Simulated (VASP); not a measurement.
Set up this calculation in VASP 6.6.1, as the native input.

| Item | Value |
| --- | --- |
| Task | single point |
| Functional | PBE |
| Potentials or basis | VASP PAW PBE potentials, release 64 (Sn_d, O) |
| Cutoff | 520 eV |
| k mesh | 4 × 4 × 4 |
| Occupations | gaussian, width 0.1 eV |
| Spin | no spin polarisation |
| Dipole correction | no |
| Further INCAR settings | ALGO = Normal; EDIFF = 1e-06; NBANDS = 28 |

The structure of SnO lies in POSCAR:

```
SnO
1.0
    3.8020000500      0.0000000000      0.0000000000
    0.0000000000      3.8020000500      0.0000000000
    0.0000000000      0.0000000000      4.8359999700
Sn O
2 2
Direct
    0.0000000000      0.5000000000      0.2385000000
    0.5000000000      0.0000000000      0.7615000000
    0.0000000000      0.0000000000      0.0000000000
    0.5000000000      0.5000000000      0.0000000000
```

One way to write it, as run:

INCAR

```
SYSTEM = SnO
ALGO = Normal ; EDIFF = 1E-6
ENCUT = 520 ; GGA = PE
ISIF = 2 ; ISMEAR = 0
LASPH = .TRUE. ; LCHARG = .FALSE.
LREAL = .FALSE. ; LWAVE = .FALSE.
NBANDS = 28 ; NELM = 100
PREC = Accurate ; SIGMA = 0.1
```

KPOINTS

```
k-points
0
G
  4 4 4
  0 0 0
```

Potentials or basis: VASP PAW PBE potentials, release 64 (Sn_d, O).

Launch:

```sh
$ cat potpaw_PBE.64/Sn_d/POTCAR potpaw_PBE.64/O/POTCAR > POTCAR
$ mpirun -np 1 vasp_std > vasp.out
```

It gave:

```yaml
Pressure: 4.4 GPa
Largest_force: 0.489 eV/Å
```

Caveat: the k points lie up to 0.41 Å⁻¹ apart.

It took 42 s on 1 thread of Intel Xeon 8259CL (shared host), peak memory 0.18 GiB.
